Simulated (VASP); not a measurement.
# BaTiO3 (Amm2) in VASP: a series of runs

Runs on BaTiO3. Level: PBEsol. Tasks: single point.

Program: VASP 6.6.1. These are calculated values, not measurements. Logs are shortened: lines on timing, memory, paths and dates and some standing lists are left out, and cuts for length are marked.

## Step 1: The cell of the first run

Symmetry: Amm2, No. 38, orthorhombic system. Conventional cell: a = 3.986 Å, b = 5.674 Å, c = 5.690 Å, α = 90.00°, β = 90.00°, γ = 90.00°. Ba (site symmetry mm2) has 12 O at 2.77 to 2.92 Å and 8 Ti at 3.42 to 3.53 Å within 3.7 Å. Ti (site symmetry mm2) has 6 O at 1.93 to 2.09 Å within 2.6 Å. Within 2.6 Å of O (site symmetry mm2) lie 2 Ti at 2.00 Å. Within 2.6 Å of O (site symmetry m) lie 2 Ti at 1.93 to 2.09 Å.

## Step 2: Single point, PBEsol

INCAR reads:

```
SYSTEM = BaTiO3
PREC = Accurate ; ENCUT = 910
EDIFF = 1E-6 ; ISMEAR = 0
SIGMA = 0.01 ; LREAL = .FALSE.
LASPH = .TRUE. ; NELM = 120
ALGO = Normal ; ISIF = 2
LWAVE = .FALSE. ; LCHARG = .FALSE.
GGA = PS ; NBANDS = 28
GGA_COMPAT = .FALSE.
```

KPOINTS reads:

```
regular mesh
0
G
  6 6 6
  0 0 0
```

POSCAR reads:

```
BaTiO3
1.0
    3.9855000000      0.0000000000      0.0000000000
    0.0000000000      2.8369000000      2.8451500000
    0.0000000000     -2.8369000000      2.8451500000
Ba Ti O
1 1 3
Direct
    0.0000000000      0.0000000000      0.0000000000
    0.5000000000      0.5124000000      0.5124000000
    0.0000000000      0.4874000000      0.4874000000
    0.5000000000      0.5052400000      0.9918400000
    0.5000000000      0.9918400000      0.5052400000
```

Potentials or basis: VASP PAW PBE potentials, release 64 (Ba_sv, Ti_sv, O_h).

Launch:

```sh
> cat potpaw_PBE.64/Ba_sv/POTCAR potpaw_PBE.64/Ti_sv/POTCAR potpaw_PBE.64/O_h/POTCAR > POTCAR
> mpirun -np 1 vasp_std > vasp.out
```

OUTCAR:

```text
SYSTEM = BaTiO3
   PREC = Accurate
   ENCUT = 910
   EDIFF = 1E-6
   ISMEAR = 0
   LREAL = .FALSE.
   LASPH = .TRUE.
   NELM = 120
   ISIF = 2
   GGA = PS

 ion  position               nearest neighbor table
   1  0.000  0.000  0.000-   3 2.77   4 2.81   5 2.81   4 2.81   5 2.81   3 2.84   3 2.84   4 2.84
                             5 2.84   5 2.84   4 2.84   3 2.92   2 3.42   2 3.42   2 3.47   2 3.47
   2  0.500  0.512  0.512-   4 1.93   5 1.93   3 2.00   3 2.00   5 2.09   4 2.09   1 3.42   1 3.42
                             1 3.47   1 3.47   1 3.47   1 3.47   1 3.53   1 3.53
   3  0.000  0.487  0.487-   2 2.00   2 2.00   1 2.77   1 2.84   1 2.84   1 2.92
   4  0.500  0.505  0.992-   2 1.93   2 2.09   1 2.81   1 2.81   1 2.84   1 2.84
   5  0.500  0.992  0.505-   2 1.93   2 2.09   1 2.81   1 2.81   1 2.84   1 2.84

  LATTYP: Found a base centered orthorhombic cell.
 ALAT       =     5.6738000000
 B/A-ratio  =     1.0029081039
 C/A-ratio  =     0.7024392823

  Lattice vectors:

 A1 = (   0.0000000000,   2.8369000000,  -2.8451500000)
 A2 = (   0.0000000000,   2.8369000000,   2.8451500000)
 A3 = (   3.9855000000,   0.0000000000,   0.0000000000)

Analysis of symmetry for initial positions (statically):
=====================================================================
 Subroutine PRICEL returns:
 Original cell was already a primitive cell.

 Routine SETGRP: Setting up the symmetry group for a
 base centered orthorhombic supercell.

 Subroutine GETGRP returns: Found  4 space group operations
 (whereof  4 operations were pure point group operations)
 out of a pool of  8 trial point group operations.

The static configuration has the point symmetry C_2v.

Analysis of symmetry for dynamics (positions and initial velocities):
=====================================================================
 Subroutine PRICEL returns:
 Original cell was already a primitive cell.

 Routine SETGRP: Setting up the symmetry group for a
 base centered orthorhombic supercell.

 Subroutine GETGRP returns: Found  4 space group operations
 (whereof  4 operations were pure point group operations)
 out of a pool of  8 trial point group operations.

The dynamic configuration has the point symmetry C_2v.

 Subroutine INISYM returns: Found  4 space group operations
 (whereof  4 operations are pure point group operations),
 and found     1 'primitive' translations

----------------------------------------------------------------------------------------

                                     Primitive cell

  volume of cell :      64.3372

  direct lattice vectors                    reciprocal lattice vectors
     3.985500000  0.000000000  0.000000000     0.250909547  0.000000000  0.000000000
     0.000000000  2.836900000  2.845150000     0.000000000  0.176248722  0.175737659
     0.000000000 -2.836900000  2.845150000     0.000000000 -0.176248722  0.175737659

  length of vectors
     3.985500000  4.017820321  4.017820321     0.250909547  0.248892219  0.248892219

  position of ions in fractional coordinates (direct lattice)
     0.000000000  0.000000000  0.000000000
     0.500000000  0.512400000  0.512400000
     0.000000000  0.487400000  0.487400000
     0.500000000  0.505240000  0.991840000
     0.500000000  0.991840000  0.505240000

  ion indices of the primitive-cell ions
   primitive index   ion index
                 1           1
                 2           2
                 3           3
                 4           4
                 5           5

----------------------------------------------------------------------------------------

 KPOINTS: regular mesh

Automatic generation of k-mesh.
 Grid dimensions read from file:
 generate k-points for:    6    6    6

 Generating k-lattice:

  Cartesian coordinates                     Fractional coordinates (reciprocal lattice)
     0.041818258  0.000000000  0.000000000     0.166666667  0.000000000  0.000000000
     0.000000000  0.029374787  0.029289610     0.000000000  0.166666667  0.000000000
     0.000000000 -0.029374787  0.029289610     0.000000000  0.000000000  0.166666667

  Length of vectors
     0.041818258  0.041482037  0.041482037

  Shift w.r.t. Gamma in fractional coordinates (k-lattice)
     0.000000000  0.000000000  0.000000000

 Subroutine IBZKPT returns following result:
 ===========================================

 Found     52 irreducible k-points:

 Following reciprocal coordinates:
            Coordinates               Weight
  0.000000  0.000000  0.000000      1.000000
  0.166667  0.000000  0.000000      2.000000
  0.333333  0.000000  0.000000      2.000000
  0.500000  0.000000  0.000000      1.000000
  0.000000  0.166667  0.000000      4.000000
  0.166667  0.166667  0.000000      8.000000
[... 16 lines left out ...]
  0.333333  0.333333  0.166667      8.000000
  0.500000  0.333333  0.166667      4.000000
 [... further k-points ...]
   k-points           NKPTS =     52   k-points in BZ     NKDIM =     52   number of bands    NBANDS=     28
   number of dos      NEDOS =    301   number of ions     NIONS =      5
   total plane-waves  NPLWV =  64000
   dimension x,y,z NGX =    40 NGY =   40 NGZ =   40
   dimension x,y,z NGXF=    80 NGYF=   80 NGZF=   80
   ions per type =               1   1   3
   NGX,Y,Z   is equivalent  to a cutoff of  16.69, 16.55, 16.55 a.u.
   NGXF,Y,Z  is equivalent  to a cutoff of  33.37, 33.10, 33.10 a.u.
 SYSTEM =  BaTiO3
   PREC   = accura    normal or accurate (medium, high low for compatibility)
   ISTART =      0    job   : 0-new  1-cont  2-samecut
   ICHARG =      2    charge: 1-file 2-atom 10-const
   ISPIN  =      1    spin polarized calculation?
   LNONCOLLINEAR =      F non collinear calculations
   LSORBIT =      F    spin-orbit coupling
   LASPH  =      T    aspherical Exc in radial PAW
   ENCUT  =  910.0 eV  66.88 Ry    8.18 a.u.   9.80  9.88  9.88*2*pi/ulx,y,z
   NELM   =    120;   NELMIN=  2; NELMDL= -5     # of ELM steps
   EDIFF  = 0.1E-05   stopping-criterion for ELM
   LREAL  =      F    real-space projection
   EDIFFG = 0.1E-04   stopping-criterion for IOM
   NSW    =      0    number of steps for IOM
   IBRION =     -1    ionic relax: 0-MD 1-quasi-New 2-CG
   NFREE  =      0    steps in history (QN), initial steepest desc. (CG)
   ISIF   =      2    stress and relaxation
   ISYM   =      2    0-nonsym 1-usesym 2-fastsym
   POTIM  = 0.5000    time-step for ionic-motion
   TEBEG  =    0.0;   TEEND  =   0.0 temperature during run
   PSTRESS=    0.0 pullay stress
   NELECT =      40.0000    total number of electrons
   NUPDOWN=      -1.0000    fix difference up-down
   EMIN   =  10.00;   EMAX   =-10.00  energy-range for DOS
   EFERMI =   0.00;   METHOD = LEGACY
   ISMEAR =     0;   SIGMA  =   0.01  broadening in eV -4-tet -1-fermi 0-gaus
   EFERMI_NEDOS =   21; number of points for ismear=-14 and -15
   IALGO  =     38    algorithm
   IMIX   =      4    mixing-type and parameters
     AMIX     =   0.40;   BMIX     =  1.00
     AMIX_MAG =   1.60;   BMIX_MAG =  1.00
  volume/ion in A,a.u.               =      12.87        86.83
  Fermi-wavevector in a.u.,A,eV,Ry     =   1.397250  2.640420 26.562762  1.952308
  Thomas-Fermi vector in A             =   2.520525
   LORBIT       =      0    0 simple, 1 ext, 2 COOP (PROOUT), +10 PAW based schemes
   GGA     = PS    functional components
   LHFCALC =     F    Hartree Fock is set to
   AEXX    =    0.0000 exact exchange contribution
   IVDW    =     0    specifies the selected vdW correction
   LEPSILON=     F    determine dielectric tensor
   LRPA    =     F    only Hartree local field effects (RPA)
 non-spin polarized calculation
 Gauss-broadening in eV      SIGMA  =   0.01
  energy-cutoff  :      910.00
  volume of cell :       64.34
 maximum number of plane-waves:      4032
 NGX is ok and might be reduce to    40
   NGX = 19   NGY = 19   NGZ = 19

 number of electron      40.0000000 magnetization

 Free energy of the ion-electron system (eV)
  ---------------------------------------------------
  ext. energy  EPLUGINS =         0.00000000
  ---------------------------------------------------
  free energy    TOTEN  =       -41.99815025 eV

  energy without entropy =      -41.99815025  energy(sigma->0) =      -41.99815025

 E-fermi :   4.1342     XC(G=0): -11.4996

 val. band max:        4.0183209687   @ k =   0.5000   0.5000   0.5000
 cond. band min:       5.8263035652   @ k =   0.0000   0.0000   0.0000
 fundamental gap:      1.8079825965
 Fermi energy:         4.1341888162

 k-point     1 :       0.0000    0.0000    0.0000
  band No.  band energies     occupation
      1     -52.2829      2.00000
      2     -28.6223      2.00000
      3     -28.6206      2.00000
      4     -28.6054      2.00000
      5     -20.7530      2.00000
      6     -12.7848      2.00000
[... 20 lines left out ...]
     27       8.9781      0.00000
     28      11.1495      0.00000

 k-point     2 :       0.1667    0.0000    0.0000
  band No.  band energies     occupation
      1     -52.2826      2.00000
      2     -28.6217      2.00000
      3     -28.6206      2.00000
      4     -28.6190      2.00000
      5     -20.7223      2.00000
      6     -12.8041      2.00000
[... 20 lines left out ...]
     27       9.4947      0.00000
     28      11.8212      0.00000

 k-point     3 :       0.3333    0.0000    0.0000
  band No.  band energies     occupation
      1     -52.2821      2.00000
      2     -28.6474      2.00000
      3     -28.6206      2.00000
      4     -28.6189      2.00000
      5     -20.6596      2.00000
      6     -12.9299      2.00000
[... 20 lines left out ...]
     27      10.7217      0.00000
     28      12.2390      0.00000

 k-point     4 :       0.5000    0.0000    0.0000
  band No.  band energies     occupation
      1     -52.2818      2.00000
      2     -28.6613      2.00000
      3     -28.6201      2.00000
      4     -28.6184      2.00000
      5     -20.6276      2.00000
      6     -13.0157      2.00000
[... 578 lines left out ...]
     27      11.4147      0.00000
     28      12.4291      0.00000

 k-point    23 :       0.3333    0.3333    0.1667
  band No.  band energies     occupation
      1     -52.2811      2.00000
      2     -28.6570      2.00000
      3     -28.6444      2.00000
      4     -28.6308      2.00000
      5     -20.5775      2.00000
      6     -12.5410      2.00000
[... 20 lines left out ...]
     27      12.1967      0.00000
     28      12.2728      0.00000

 k-point    24 :       0.5000    0.3333    0.1667
  band No.  band energies     occupation
      1     -52.2809      2.00000
      2     -28.6580      2.00000
      3     -28.6562      2.00000
      4     -28.6302      2.00000
      5     -20.5551      2.00000
      6     -12.4785      2.00000
[... 20 lines left out ...]
     27      12.1312      0.00000
     28      12.5343      0.00000

 [... further k-points ...]

------------------------ aborting loop because EDIFF is reached ----------------------------------------

  FORCE on cell =-STRESS in cart. coord.  units (eV):
  Direction    XX          YY          ZZ          XY          YZ          ZX
  --------------------------------------------------------------------------------------
  -------------------------------------------------------------------------------------
  Total       -0.9283997     -0.8925041     -1.1236109      0.0000000      0.0000000      0.0000000
  in kB      -23.1197731    -22.2258711    -27.9810834      0.0000000      0.0000000      0.0000000
  external PRESSURE =     -24.4422426 kB  Pullay stress =       0.0000000 kB

 VOLUME and BASIS-vectors are now :
 -----------------------------------------------------------------------------
  energy-cutoff  :      910.00
  volume of cell :       64.34
      direct lattice vectors                 reciprocal lattice vectors
     3.985500000  0.000000000  0.000000000     0.250909547  0.000000000  0.000000000
     0.000000000  2.836900000  2.845150000     0.000000000  0.176248722  0.175737659
     0.000000000 -2.836900000  2.845150000     0.000000000 -0.176248722  0.175737659

 POSITION                                       TOTAL-FORCE (eV/Angst)
 -----------------------------------------------------------------------------------
      0.00000      0.00000      0.00000         0.000000      0.000000      0.153361
      1.99275      0.00000      2.91571         0.000000      0.000000      0.199712
      0.00000      0.00000      2.77345         0.000000      0.000000      0.219385
      1.99275     -1.38044      4.25942         0.000000      0.016281     -0.286229
      1.99275      1.38044      4.25942         0.000000     -0.016281     -0.286229
 -----------------------------------------------------------------------------------
    total drift:                                0.000000     -0.000001     -0.001794

  FREE ENERGIE OF THE ION-ELECTRON SYSTEM (eV)
  ---------------------------------------------------
  free  energy   TOTEN  =       -41.9981502464 eV

  energy  without entropy=      -41.9981502464  energy(sigma->0) =      -41.99815025
```

It took 5.7 min on 1 thread of AMD EPYC, shared host; peak memory 0.36 GiB.

What came out:

| Item | Value |
| --- | --- |
| Free energy | -41.9982 eV |
| Pressure | -2.4 GPa |
| Largest force | 0.287 eV/Å |
| Band gap on the k mesh | 1.81 eV (least direct gap 2.01 eV) |

Forces in eV/Å, atoms in the order of the input:
```
Ba   0.000  0.000  0.153
Ti   0.000  0.000  0.200
O    0.000  0.000  0.219
O    0.000  0.016 -0.286
O    0.000 -0.016 -0.286
```

Caveat: the cutoff is under 1.25 times the usual one of these potentials, so pressure, stress and relaxed cells hold a basis-set (Pulay) error; the PAW data sets were made with another functional, which shifts forces and pressure a little; spin-orbit coupling is left out, which moves the levels of the heavy elements.

(Part 1 of 2 ends here.)
